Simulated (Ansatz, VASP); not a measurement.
# Two plane-wave programs on SrBe4Cd

```
CELL_PARAMETERS angstrom
0.00000 3.58494 3.58494
3.58494 0.00000 3.58494
3.58494 3.58494 0.00000
ATOMIC_POSITIONS crystal
Sr 0.00000 0.00000 0.00000
Be 0.11655 0.62782 0.62782
Be 0.62782 0.62782 0.62782
Be 0.62782 0.11655 0.62782
Be 0.62782 0.62782 0.11655
Cd 0.25000 0.25000 0.25000
```

Alike in both runs: functional PBE; k mesh 10 × 10 × 10; occupations gaussian, width 0.1 eV; no spin polarisation.

Ansatz relaxed the structure, and its values are those at the end. VASP's run is a single point on that final structure, the one shown.

|  | VASP | Ansatz |
| --- | --- | --- |
| version | VASP 6.6.1 | Ansatz 0.2.0 |
| potentials or method | VASP PAW PBE potentials, release 64 (Sr_sv, Be, Cd), cutoff 520 eV | scalar-relativistic, plane waves, PAW |
| valence electrons in the cell | 30 | 38 |

```tsv
	VASP	Ansatz	Ansatz less VASP
gap on the k mesh at the Fermi level (eV)	none	none	-
pressure (GPa)	0.2	0.0	-0.19
rms of the force components (eV/Å)	0.007	0.005	-0.0017
```

A gap of «none» marks a metal or a gap that the smearing closes. With one functional, cell and mesh, what is left measures potentials, basis and numerics. VASP's potentials hold 30 valence electrons a cell and Ansatz's 38, so a difference there can come from the potentials and not from the codes.
